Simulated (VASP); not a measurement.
A run of VASP 6.6.1:

File INCAR:

```
ALGO = Normal ; EDIFF = 1E-7
ENCUT = 520 ; GGA = PE
ISIF = 2 ; ISMEAR = 0
LASPH = T ; LCHARG = F
LREAL = F ; LWAVE = F
NBANDS = 34 ; NELM = 60
PREC = Accurate ; SIGMA = 0.1
```

The input KPOINTS:

```
k-points
0
Gamma
  12 12 6
```

Contents of POSCAR:

```
Sr2ZrO3
1.0
    3.4736433602      0.0000000000      0.0000000000
   -1.7368216801      3.0082633936      0.0000000000
    0.0000000000      0.0000000000      8.6920215004
Sr Zr O
2 1 3
Direct
    0.3333333333      0.6666666667      0.1768173256
    0.6666666667      0.3333333333      0.8231826744
    0.0000000000      0.0000000000      0.5000000000
    0.3333333333      0.6666666667      0.6337550987
    0.6666666667      0.3333333333      0.3662449013
    0.0000000000      0.0000000000      0.0000000000
```

Potentials or basis: VASP PAW PBE potentials, release 64 (Sr_sv, Zr_sv, O).

Run with:

```sh
$ cat potpaw_PBE.64/Sr_sv/POTCAR potpaw_PBE.64/Zr_sv/POTCAR potpaw_PBE.64/O/POTCAR > POTCAR
$ mpirun -np 1 vasp_std > vasp.out
```

Hardware: 1 thread of Intel(R) Xeon(R) 6975P-C (Granite Rapids) (shared host).

Estimate the wall time of this run.

Wall time 4 min on 1 thread of Intel(R) Xeon(R) 6975P-C (Granite Rapids), with other jobs on the host, peak memory 0.41 GiB. Counts: scf iterations 16, k points 100.
